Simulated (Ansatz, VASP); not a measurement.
## Two plane-wave programs on Ca

```
CELL_PARAMETERS angstrom
0.00000 2.76240 2.76240
2.76240 0.00000 2.76240
2.76240 2.76240 0.00000
ATOMIC_POSITIONS crystal
Ca 0.00000 0.00000 0.00000
```

Alike in both runs: functional PBE; k mesh 14 × 14 × 14; occupations gaussian, width 0.1 eV; no spin polarisation.

Ansatz relaxed the structure, and its values are those at the end. VASP's run is a single point on that final structure, the one shown.

|  | VASP | Ansatz |
| --- | --- | --- |
| version | VASP 6.6.1 | Ansatz 0.2.0 |
| potentials or method | VASP PAW PBE potentials, release 64 (Ca_sv), cutoff 520 eV | scalar-relativistic, plane waves, PAW |
| valence electrons in the cell | 10 | 10 |

```tsv
	VASP	Ansatz	Ansatz less VASP
gap on the k mesh at the Fermi level (eV)	none	none	-
pressure (GPa)	0.0	0.0	-0.01
```

A gap of «none» marks a metal or a gap that the smearing closes. The functional is the same, so the differences come from potentials, cutoffs and numerics.
